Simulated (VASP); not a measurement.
# Si16O (a cell with a defect) in VASP: a series of runs

Runs on Si16O (a cell with a defect). Level: LDA. Tasks: single point.

All numbers are computed with VASP 6.6.1; they aren't measurements. Logs are shortened: lines on timing, memory, paths and dates and some standing lists are left out, and cuts for length are marked.

**1. The cell of the first run**

The cell holds a defect, 17 atoms: a = 7.679 Å, b = 7.679 Å, c = 7.679 Å, α = 60.00°, β = 60.00°, γ = 60.00°.

**2. Single point, LDA, collinear spin, zero start**

INCAR reads:

```
SYSTEM = Si16O
ALGO = Normal
EDIFF = 1E-6
ENCUT = 520
GGA = CA
ISIF = 2
ISMEAR = -1
ISPIN = 2
LASPH = .True.
LCHARG = .False.
LORBIT = 11
LREAL = Auto
LWAVE = .False.
MAGMOM = 0 0 0 0 0 0 0 0 0 0 0 0 0 0 0 0 0
NBANDS = 53
NELM = 150
PREC = Accurate
SIGMA = 0.05
```

KPOINTS reads:

```
k-points
0
Gamma
  2 2 2
  0 0 0
```

POSCAR reads:

```
Si16O
1.0
    0.0000000000      5.4300000000      5.4300000000
    5.4300000000      0.0000000000      5.4300000000
    5.4300000000      5.4300000000      0.0000000000
Si O
16 1
Direct
   -0.0027021179     -0.0001008287     -0.0000732044
    0.1090595764      0.1220317680      0.1402013812
   -0.0106537753     -0.0035607735      0.5155990792
    0.1280086556      0.1221128913      0.6253926335
    0.0023162983      0.4979651013     -0.0022842541
    0.1359100368      0.6257308471      0.1098722836
    0.0162901473      0.4962975138      0.4853288214
    0.1225154696      0.6229198895      0.6284449355
    0.4828915285     -0.0270327808      0.0482819521
    0.6224269797      0.1289076427      0.1246115101
    0.5028533149      0.0010965930      0.5001765193
    0.6161863720      0.0860252302      0.6769314917
    0.5091181400      0.5039135359     -0.0521139042
    0.6371338858      0.6157843462      0.0785742173
    0.4878011971      0.4566175875      0.5468140884
    0.6425114180      0.6292694291      0.5765749540
    0.5616791897      0.4384548803      0.3127935543
```

Potentials or basis: VASP PAW LDA potentials, release 64 (Si, O).

On the command line:

```
$ cat potpaw_LDA.64/Si/POTCAR potpaw_LDA.64/O/POTCAR > POTCAR
$ mpirun -np 1 vasp_std > vasp.out
```

OUTCAR:

```text
SYSTEM = Si16O
   EDIFF = 1E-6
   ENCUT = 520
   GGA = CA
   ISIF = 2
   ISMEAR = -1
   ISPIN = 2
   LASPH = .True.
   LORBIT = 11
   LREAL = Auto
   NELM = 150
   PREC = Accurate

 ion  position               nearest neighbor table
   1  0.997  1.000  1.000-   6 2.35   4 2.35   2 2.35  10 2.35
   2  0.109  0.122  0.140-   1 2.35   3 2.35   9 2.35   5 2.36
   3  0.989  0.996  0.516-   8 2.34   4 2.35   2 2.35  12 2.36
   4  0.128  0.122  0.625-   3 2.35   1 2.35   7 2.35  11 2.35
   5  0.002  0.498  0.998-  14 2.31   8 2.32   6 2.34   2 2.36
   6  0.136  0.626  0.110-   5 2.34   1 2.35   7 2.35  13 2.36
   7  0.016  0.496  0.485-   4 2.35   6 2.35  16 2.35   8 2.36
   8  0.123  0.623  0.628-  15 2.31   5 2.32   3 2.34   7 2.36
   9  0.483  0.973  0.048-  14 2.32  12 2.33  10 2.35   2 2.35
  10  0.622  0.129  0.125-   1 2.35   9 2.35  11 2.36  13 2.38
  11  0.503  0.001  0.500-   4 2.35  16 2.35  10 2.36  12 2.38
  12  0.616  0.086  0.677-  15 2.32   9 2.33   3 2.36  11 2.38
  13  0.509  0.504  0.948-  14 2.32  16 2.33   6 2.36  10 2.38
  14  0.637  0.616  0.079-  17 1.65   5 2.31   9 2.32  13 2.32  15 2.94
  15  0.488  0.457  0.547-  17 1.65   8 2.31  16 2.32  12 2.32  14 2.94
  16  0.643  0.629  0.577-  15 2.32  13 2.33  11 2.35   7 2.35
  17  0.562  0.438  0.313-  14 1.65  15 1.65

  LATTYP: Found a face centered cubic cell.
 ALAT       =    10.8600000000

  Lattice vectors:

 A1 = (   0.0000000000,   5.4300000000,   5.4300000000)
 A2 = (   5.4300000000,   0.0000000000,   5.4300000000)
 A3 = (   5.4300000000,   5.4300000000,   0.0000000000)

Analysis of symmetry for initial positions (statically):
=====================================================================
 Subroutine PRICEL returns:
 Original cell was already a primitive cell.

 Routine SETGRP: Setting up the symmetry group for a
 face centered cubic supercell.

 Subroutine GETGRP returns: Found  1 space group operations
 (whereof  1 operations were pure point group operations)
 out of a pool of 48 trial point group operations.

The static configuration has the point symmetry C_1 .

Analysis of symmetry for dynamics (positions and initial velocities):
=====================================================================
 Subroutine PRICEL returns:
 Original cell was already a primitive cell.

 Routine SETGRP: Setting up the symmetry group for a
 face centered cubic supercell.

 Subroutine GETGRP returns: Found  1 space group operations
 (whereof  1 operations were pure point group operations)
 out of a pool of 48 trial point group operations.

The dynamic configuration has the point symmetry C_1 .

Analysis of structural, dynamic, and magnetic symmetry:
=====================================================================
 Subroutine PRICEL returns:
 Original cell was already a primitive cell.

 Routine SETGRP: Setting up the symmetry group for a
 face centered cubic supercell.

 Subroutine GETGRP returns: Found  1 space group operations
 (whereof  1 operations were pure point group operations)
 out of a pool of 48 trial point group operations.

The overall configuration has the point symmetry C_1 .

 Subroutine INISYM returns: Found  1 space group operations
 (whereof  1 operations are pure point group operations),
 and found     1 'primitive' translations

----------------------------------------------------------------------------------------

                                     Primitive cell

  volume of cell :     320.2060

  direct lattice vectors                    reciprocal lattice vectors
     0.000000000  5.430000000  5.430000000    -0.092081031  0.092081031  0.092081031
     5.430000000  0.000000000  5.430000000     0.092081031 -0.092081031  0.092081031
     5.430000000  5.430000000  0.000000000     0.092081031  0.092081031 -0.092081031

  length of vectors
     7.679179644  7.679179644  7.679179644     0.159489025  0.159489025  0.159489025

  position of ions in fractional coordinates (direct lattice)
     0.997297882  0.999899171  0.999926796
     0.109059576  0.122031768  0.140201381
     0.989346225  0.996439227  0.515599079
     0.128008656  0.122112891  0.625392633
     0.002316298  0.497965101  0.997715746
     0.135910037  0.625730847  0.109872284
[... 9 lines left out ...]
     0.642511418  0.629269429  0.576574954
     0.561679190  0.438454880  0.312793554

  ion indices of the primitive-cell ions
   primitive index   ion index
                 1           1
                 2           2
                 3           3
[... 55 lines left out ...]
   dimension x,y,z NGXF=   120 NGYF=  120 NGZF=  120
   ions per type =              16   1
   NGX,Y,Z   is equivalent  to a cutoff of  12.99, 12.99, 12.99 a.u.
   NGXF,Y,Z  is equivalent  to a cutoff of  25.98, 25.98, 25.98 a.u.
 SYSTEM =  Si16O
   PREC   = accura    normal or accurate (medium, high low for compatibility)
   ISTART =      0    job   : 0-new  1-cont  2-samecut
   ICHARG =      2    charge: 1-file 2-atom 10-const
   ISPIN  =      2    spin polarized calculation?
   LNONCOLLINEAR =      F non collinear calculations
   LSORBIT =      F    spin-orbit coupling
   LASPH  =      T    aspherical Exc in radial PAW
   ENCUT  =  520.0 eV  38.22 Ry    6.18 a.u.  14.28 14.28 14.28*2*pi/ulx,y,z
   NELM   =    150;   NELMIN=  2; NELMDL= -5     # of ELM steps
   EDIFF  = 0.1E-05   stopping-criterion for ELM
   LREAL  =      T    real-space projection
   EDIFFG = 0.1E-04   stopping-criterion for IOM
   NSW    =      0    number of steps for IOM
[... 5 lines left out ...]
   TEBEG  =    0.0;   TEEND  =   0.0 temperature during run
   PSTRESS=    0.0 pullay stress
   NELECT =      70.0000    total number of electrons
   NUPDOWN=      -1.0000    fix difference up-down
   EMIN   =  10.00;   EMAX   =-10.00  energy-range for DOS
   EFERMI =   0.00;   METHOD = LEGACY
   ISMEAR =    -1;   SIGMA  =   0.05  broadening in eV -4-tet -1-fermi 0-gaus
   EFERMI_NEDOS =   21; number of points for ismear=-14 and -15
   IALGO  =     38    algorithm
   IMIX   =      4    mixing-type and parameters
     AMIX     =   0.40;   BMIX     =  1.00
     AMIX_MAG =   1.60;   BMIX_MAG =  1.00
  volume/ion in A,a.u.               =      18.84       127.11
  Fermi-wavevector in a.u.,A,eV,Ry     =   0.986199  1.863645 13.232857  0.972588
  Thomas-Fermi vector in A             =   2.117562
   LORBIT       =     11    0 simple, 1 ext, 2 COOP (PROOUT), +10 PAW based schemes
   GGA     = CA    functional components
   LHFCALC =     F    Hartree Fock is set to
   AEXX    =    0.0000 exact exchange contribution
   IVDW    =     0    specifies the selected vdW correction
   LEPSILON=     F    determine dielectric tensor
   LRPA    =     F    only Hartree local field effects (RPA)
 spin polarized calculation
  energy-cutoff  :      520.00
  volume of cell :      320.21
 maximum number of plane-waves:      8646
 NGX is ok and might be reduce to    60
   NGX = 29   NGY = 29   NGZ = 29

 number of electron      70.0000002 magnetization       0.0000001

 number of electron      70.0000002 magnetization      -0.0000000

 Free energy of the ion-electron system (eV)
  ---------------------------------------------------
  ext. energy  EPLUGINS =         0.00000000
  ---------------------------------------------------
  free energy    TOTEN  =      -102.33935536 eV

  energy without entropy =     -102.33641713  energy(sigma->0) =     -102.33788625

 E-fermi :   6.0346     XC(G=0):  -9.7408

 val. band max:        5.8222362376   @ k =   0.0000   0.0000   0.0000
 cond. band min:       6.2239178724   @ k =   0.0000   0.0000   0.0000
 fundamental gap:      0.4016816348
 Fermi energy:         6.0345929785

 spin component 1

 k-point     1 :       0.0000    0.0000    0.0000
  band No.  band energies     occupation
      1     -14.4329      1.00000
      2      -5.8662      1.00000
      3      -4.5573      1.00000
      4      -3.7381      1.00000
      5      -3.7210      1.00000
      6      -3.3676      1.00000
[... 389 lines left out ...]
     46      10.2055      0.00000
     47      10.2799      0.00000
 Fermi energy:         6.0345929785

 spin component 2

 k-point     1 :       0.0000    0.0000    0.0000
  band No.  band energies     occupation
      1     -14.4329      1.00000
      2      -5.8662      1.00000
      3      -4.5573      1.00000
      4      -3.7381      1.00000
      5      -3.7210      1.00000
      6      -3.3676      1.00000
[... 389 lines left out ...]
     46      10.2055      0.00000
     47      10.2799      0.00000
 [bands above 47 left out]

------------------------ aborting loop because EDIFF is reached ----------------------------------------

  FORCE on cell =-STRESS in cart. coord.  units (eV):
  Direction    XX          YY          ZZ          XY          YZ          ZX
  --------------------------------------------------------------------------------------
  -------------------------------------------------------------------------------------
  Total        1.3948870      2.0092105      1.3818735      2.2713813     -2.3008673     -3.0661866
  in kB        6.9794325     10.0532513      6.9143187     11.3650448    -11.5125804    -15.3419186
  external PRESSURE =       7.9823342 kB  Pullay stress =       0.0000000 kB

 VOLUME and BASIS-vectors are now :
 -----------------------------------------------------------------------------
  energy-cutoff  :      520.00
  volume of cell :      320.21
      direct lattice vectors                 reciprocal lattice vectors
     0.000000000  5.430000000  5.430000000    -0.092081031  0.092081031  0.092081031
     5.430000000  0.000000000  5.430000000     0.092081031 -0.092081031  0.092081031
     5.430000000  5.430000000  0.000000000     0.092081031  0.092081031 -0.092081031

 POSITION                                       TOTAL-FORCE (eV/Angst)
 -----------------------------------------------------------------------------------
     10.85906     10.84493     10.84478         0.000947      0.000984      0.002044
      1.42393      1.35349      1.25483        -0.002075     -0.001793      0.001001
      8.21037      8.17185     10.78282         0.000481      0.000118     -0.000638
      4.05895      4.09097      1.35816         0.001797     -0.000046      0.000666
      8.12155      5.43017      2.71653         0.002048     -0.000636      0.006171
      3.99432      1.33460      4.13571         0.002002      0.001540      0.004690
[... 9 lines left out ...]
      6.54774      6.61964      6.90577        -0.006200     -0.002381     -0.000985
      4.07928      4.74839      5.43073        -0.048288     -0.002248     -0.043671
 -----------------------------------------------------------------------------------
    total drift:                                0.002444     -0.001352      0.002524

  FREE ENERGIE OF THE ION-ELECTRON SYSTEM (eV)
  ---------------------------------------------------
  free  energy   TOTEN  =      -102.3393553649 eV

  energy  without entropy=     -102.3364171312  energy(sigma->0) =     -102.33788625

 total charge

# of ion       s       p       d       tot
------------------------------------------
    1        0.745   0.965   0.000   1.710
    2        0.747   0.954   0.000   1.701
    3        0.746   0.959   0.000   1.705
    4        0.745   0.965   0.000   1.710
    5        0.751   0.982   0.000   1.733
    6        0.746   0.959   0.000   1.705
[... 9 lines left out ...]
   16        0.752   0.973   0.000   1.725
   17        1.565   3.599   0.000   5.164
--------------------------------------------------
tot         13.559  18.993   0.000  32.552

 magnetization (x)

# of ion       s       p       d       tot
------------------------------------------
    1        0.000   0.000   0.000   0.000
    2       -0.000  -0.000   0.000  -0.000
    3       -0.000  -0.000   0.000  -0.000
    4       -0.000  -0.000   0.000  -0.000
    5        0.000  -0.000   0.000  -0.000
    6        0.000   0.000   0.000   0.000
[... 9 lines left out ...]
   16       -0.000  -0.000   0.000  -0.000
   17       -0.000   0.000   0.000  -0.000
--------------------------------------------------
tot         -0.000   0.000   0.000  -0.000
```

Run time: 12 min. Hardware: 1 thread of Intel Xeon 8259CL, shared host; peak memory 0.49 GiB.

What came out:

```
Free energy                                           : -102.3394 eV
Pressure                                              : 0.8 GPa
Largest force                                         : 0.114 eV/Å
Band gap on the k mesh                                : 0.40 eV
Net moment                                            : 0.00 μB per cell
Valence electrons inside the program's atomic spheres : Si 1.71, 1.70, 1.73, 1.69, 1.72 (each value once); O 5.16
```

Forces in eV/Å, atoms in the order of the input:
```
Si   0.001  0.001  0.002
Si  -0.002 -0.002  0.001
Si   0.000  0.000 -0.001
Si   0.002  0.000  0.001
Si   0.002 -0.001  0.006
Si   0.002  0.002  0.005
Si  -0.002  0.000  0.001
Si   0.001  0.001 -0.003
Si   0.003 -0.002  0.001
Si   0.005  0.002  0.001
Si   0.001  0.000  0.004
Si   0.001 -0.005 -0.004
Si  -0.003  0.004 -0.005
Si  -0.036 -0.067  0.074
Si   0.080  0.071 -0.038
Si  -0.006 -0.002 -0.001
O   -0.048 -0.002 -0.044
```

Levels at points of the mesh, in eV from the valence-band top:
Spin up:
| k point | band 32 | band 33 | band 34 | band 35 | band 36 | band 37 | band 38 | band 39 |
| --- | --- | --- | --- | --- | --- | --- | --- | --- |
| (0.00, 0.00, 0.00) | -0.93 | -0.33 | -0.06 | 0.00 | 0.40 | 0.69 | 0.71 | 0.88 |
| (0.50, 0.00, 0.00) | -1.23 | -0.75 | -0.63 | -0.57 | 1.13 | 1.38 | 1.51 | 1.57 |
| (0.00, 0.50, 0.00) | -1.22 | -0.80 | -0.62 | -0.55 | 1.24 | 1.33 | 1.50 | 1.61 |
| (0.00, 0.00, 0.50) | -0.74 | -0.67 | -0.66 | -0.07 | 1.07 | 1.37 | 1.45 | 1.46 |
| (0.50, 0.50, 0.50) | -1.22 | -0.80 | -0.62 | -0.54 | 1.24 | 1.33 | 1.50 | 1.62 |
| (0.50, 0.50, 0.00) | -1.44 | -1.27 | -1.19 | -0.50 | 1.18 | 1.38 | 2.25 | 2.32 |
| (0.00, 0.50, 0.50) | -1.44 | -1.27 | -1.19 | -0.51 | 1.19 | 1.38 | 2.25 | 2.32 |
| (0.50, 0.00, 0.50) | -1.38 | -1.33 | -1.04 | -0.93 | 1.33 | 1.38 | 2.24 | 2.32 |
Spin down:
```tsv
k point	band 31	band 32	band 33	band 34	band 35	band 36	band 37	band 38	band 39	band 40
(0.00, 0.00, 0.00)	-0.97	-0.93	-0.33	-0.06	0.00	0.40	0.69	0.71	0.88	1.08
(0.50, 0.00, 0.00)	-1.50	-1.23	-0.75	-0.63	-0.57	1.13	1.38	1.51	1.57	1.63
(0.00, 0.50, 0.00)	-1.47	-1.22	-0.80	-0.62	-0.55	1.24	1.33	1.50	1.61	1.69
(0.00, 0.00, 0.50)	-1.42	-0.74	-0.67	-0.66	-0.07	1.07	1.37	1.45	1.46	1.62
(0.50, 0.50, 0.50)	-1.47	-1.22	-0.80	-0.62	-0.54	1.24	1.33	1.50	1.62	1.69
(0.50, 0.50, 0.00)	-1.50	-1.44	-1.27	-1.19	-0.50	1.18	1.38	2.25	2.32	2.43
(0.00, 0.50, 0.50)	-1.50	-1.44	-1.27	-1.19	-0.51	1.19	1.38	2.25	2.32	2.43
(0.50, 0.00, 0.50)	-1.44	-1.38	-1.33	-1.04	-0.93	1.33	1.38	2.24	2.32	2.47
```

Caveat: the k points lie up to 0.50 Å⁻¹ apart.

**3. Single point, LDA, collinear spin, ferromagnetic start**

INCAR reads:

```
PREC = Accurate
ENCUT = 520
EDIFF = 1E-6
ISMEAR = -1
SIGMA = 0.05
LREAL = Auto
LASPH = True
NELM = 150
ALGO = Normal
ISIF = 2
LWAVE = False
LCHARG = False
ISPIN = 2
MAGMOM = 0 0 0 0 0 0 0 0 0 0 0 0 0 0 0 0 1
LORBIT = 11
GGA = CA
NBANDS = 53
```

KPOINTS reads:

```
regular mesh
0
Gamma
  2 2 2
```

POSCAR reads:

```
Si16O
1.0
    0.0000000000      5.4300000000      5.4300000000
    5.4300000000      0.0000000000      5.4300000000
    5.4300000000      5.4300000000      0.0000000000
Si O
16 1
Direct
    0.0023775217      0.0004907115     -0.0001612739
    0.1239098547      0.1291382072      0.1244891280
   -0.0037616080      0.0013133356      0.5000146988
    0.1245024847      0.1226336835      0.6252907372
    0.0390280489      0.5040451403     -0.0523981787
    0.1277594879      0.6263571921      0.1097867935
    0.0021870060      0.4968348397      0.4852578469
    0.1522849173      0.6294742598      0.5762509819
    0.4957482936     -0.0264020842      0.0478647201
    0.6282130169      0.1225407860      0.1402881253
    0.4986148295     -0.0031776777      0.5157367456
    0.6212156462      0.0865388346      0.6766420404
    0.5012968882      0.4985005297     -0.0015486031
    0.6684844974      0.6163245461      0.0785374272
    0.5093317520      0.4569673853      0.5469775622
    0.6262355160      0.6231844575      0.6292371028
    0.6879740470      0.4398485528      0.3127205458
```

Potentials or basis: VASP PAW LDA potentials, release 64 (Si, O).

On the command line:

```
$ cat potpaw_LDA.64/Si/POTCAR potpaw_LDA.64/O/POTCAR > POTCAR
$ mpirun -np 1 vasp_std > vasp.out
```

It took 10 min on 1 thread of Intel Xeon 8259CL, shared host; peak memory 0.49 GiB.

The run converged. Its results:

| Property | Result |
| --- | --- |
| Free energy | -102.3394 eV |
| Pressure | 0.8 GPa |
| Largest force | 0.104 eV/Å |
| Band gap on the k mesh | 0.40 eV |
| Net moment | 0.00 μB per cell |
| Valence electrons inside the program's atomic spheres | Si 1.71, 1.69, 1.72, 1.70, 1.73 (each value once); O 5.16 |

Forces in eV/Å, atoms in the order of the input:
```
Si  -0.001 -0.003 -0.001
Si   0.004  0.001  0.001
Si   0.002 -0.003 -0.001
Si   0.002  0.001  0.001
Si   0.000  0.005  0.003
Si  -0.002  0.003 -0.001
Si  -0.002 -0.002 -0.004
Si  -0.004 -0.002  0.002
Si   0.004  0.002 -0.001
Si   0.001  0.003  0.004
Si  -0.003  0.003 -0.002
Si  -0.007 -0.001  0.001
Si   0.006  0.001  0.001
Si  -0.032 -0.076  0.058
Si   0.079  0.031 -0.060
Si  -0.001 -0.007  0.002
O   -0.047  0.046 -0.004
```

Stress tensor (GPa, compression positive):
```
 0.70  1.53 -1.13
 1.53  0.69 -1.17
-1.13 -1.17  1.01
```

Levels at points of the mesh, in eV from the valence-band top:
Spin up:
```csv
k point,band 32,band 33,band 34,band 35,band 36,band 37,band 38,band 39
"(0.00, 0.00, 0.00)",-0.93,-0.33,-0.06,0.00,0.40,0.69,0.71,0.88
"(0.50, 0.00, 0.00)",-1.22,-0.80,-0.62,-0.54,1.24,1.33,1.50,1.61
"(0.00, 0.50, 0.00)",-1.22,-0.80,-0.62,-0.55,1.24,1.33,1.50,1.62
"(0.00, 0.00, 0.50)",-0.74,-0.67,-0.66,-0.07,1.07,1.36,1.45,1.46
"(0.50, 0.50, 0.50)",-1.23,-0.75,-0.63,-0.57,1.13,1.38,1.51,1.57
"(0.50, 0.50, 0.00)",-1.38,-1.33,-1.04,-0.93,1.33,1.38,2.24,2.32
"(0.00, 0.50, 0.50)",-1.44,-1.27,-1.19,-0.51,1.19,1.38,2.25,2.32
"(0.50, 0.00, 0.50)",-1.44,-1.27,-1.19,-0.48,1.18,1.38,2.25,2.32
```
Spin down:
| k point | band 31 | band 32 | band 33 | band 34 | band 35 | band 36 | band 37 | band 38 | band 39 | band 40 |
| --- | --- | --- | --- | --- | --- | --- | --- | --- | --- | --- |
| (0.00, 0.00, 0.00) | -0.97 | -0.93 | -0.33 | -0.06 | 0.00 | 0.40 | 0.69 | 0.71 | 0.88 | 1.08 |
| (0.50, 0.00, 0.00) | -1.47 | -1.22 | -0.80 | -0.62 | -0.54 | 1.24 | 1.33 | 1.50 | 1.61 | 1.70 |
| (0.00, 0.50, 0.00) | -1.47 | -1.22 | -0.80 | -0.62 | -0.55 | 1.24 | 1.33 | 1.50 | 1.62 | 1.69 |
| (0.00, 0.00, 0.50) | -1.42 | -0.74 | -0.67 | -0.66 | -0.07 | 1.07 | 1.36 | 1.45 | 1.46 | 1.62 |
| (0.50, 0.50, 0.50) | -1.50 | -1.23 | -0.75 | -0.63 | -0.57 | 1.13 | 1.38 | 1.51 | 1.57 | 1.63 |
| (0.50, 0.50, 0.00) | -1.45 | -1.38 | -1.33 | -1.04 | -0.93 | 1.33 | 1.38 | 2.24 | 2.32 | 2.47 |
| (0.00, 0.50, 0.50) | -1.50 | -1.44 | -1.27 | -1.19 | -0.51 | 1.19 | 1.38 | 2.25 | 2.32 | 2.42 |
| (0.50, 0.00, 0.50) | -1.50 | -1.44 | -1.27 | -1.19 | -0.48 | 1.18 | 1.38 | 2.25 | 2.32 | 2.42 |

Caveat: the k points lie up to 0.50 Å⁻¹ apart.
